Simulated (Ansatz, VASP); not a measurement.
# Two plane-wave programs on CsI

```
Cs I
1.0
     4.40182    0.00000    0.00000
     0.00000    4.40182    0.00000
     0.00000    0.00000    4.40182
Cs I
1 1
Direct
  0.00000 0.00000 0.00000
  0.50000 0.50000 0.50000
```

Alike in both runs: functional LDA; k mesh 6 × 6 × 6; occupations gaussian, width 0.02 eV; no spin polarisation.

Ansatz relaxed the structure, and its values are those at the end. VASP's run is a single point on that final structure, the one shown.

|  | VASP | Ansatz |
| --- | --- | --- |
| version | VASP 6.6.1 | Ansatz 0.2.0 |
| potentials or method | VASP PAW LDA potentials, release 64 (Cs_sv, I), cutoff 500 eV | scalar-relativistic, plane waves, PAW |
| valence electrons in the cell | 16 | 26 |

Ansatz gave:

- gap on the k mesh at the Fermi level (eV): 3.80
- least direct gap on the mesh (eV): 3.86
- pressure (GPa): 0.0

What did VASP give for the same quantities?

gap on the k mesh at the Fermi level (eV): 3.77; least direct gap on the mesh (eV): 3.83; pressure (GPa): 0.1.

LDA's correlation is that of Perdew and Zunger in VASP and of Perdew and Wang (1992) in Ansatz. VASP's potentials hold 16 valence electrons a cell and Ansatz's 26, so a difference there can come from the potentials and not from the codes.

Neither program's run includes spin-orbit coupling.
